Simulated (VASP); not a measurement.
AlN, 8 atoms in the cell. The structure is monoclinic, space group Pm (No. 6). The conventional cell has a = 3.276 Å, b = 4.101 Å, c = 5.674 Å, α = 90.00°, β = 90.00°, γ = 90.00°. Within 1.9 Å of Al (site symmetry m) lie 1 N at 1.41 Å. Within 2.5 Å of Al (site symmetry m) lie 5 N at 1.89 to 2.05 Å. Within 2.5 Å of Al (site symmetry m) lie 5 N at 1.89 to 2.05 Å and 2 Al at 2.49 Å. Within 2.5 Å of Al (site symmetry m) lie 5 N at 1.89 to 2.05 Å. Within 2.5 Å of N (site symmetry m) lie 5 Al at 1.89 to 2.11 Å. N (site symmetry m) has 5 Al at 1.89 to 2.05 Å within 2.5 Å. N (site symmetry m) has 2 Al at 1.41 to 1.89 Å within 1.9 Å. Within 2.5 Å of N (site symmetry m) lie 5 Al at 1.89 to 2.29 Å.  This cell differs from its parent crystal: atom 1 (Al) moved by +0.496 Å along [1 0 0] and -0.124 Å along [1 2 0].

```yaml
Program: VASP 6.6.1
Task: single point
Functional: LDA
Potentials_or_basis: VASP PAW LDA potentials, release 64 (Al, N)
Cutoff: 520 eV
k_mesh: 8 × 6 × 4
Occupations: gaussian, width 0.05 eV
Spin: no spin polarisation
Dipole_correction: no
Further_INCAR_settings: ALGO = Normal; EDIFF = 1e-07; NBANDS = 26
```

Potentials or basis: VASP PAW LDA potentials, release 64 (Al, N).

Launch:

```bash
$ cat potpaw_LDA.64/Al/POTCAR potpaw_LDA.64/N/POTCAR > POTCAR
$ mpirun -np 1 vasp_std > vasp.out
```

Hardware: 1 thread of Intel(R) Xeon(R) Platinum 8375C CPU @ 2.90GHz (Ice Lake) (shared host).

**Question.** Estimate the wall time of this run.

**Answer.** It took 82 s on 1 thread of Intel(R) Xeon(R) Platinum 8375C CPU @ 2.90GHz (Ice Lake), on a shared host, peak memory 0.22 GiB. Counts: scf iterations 15, k points 72.
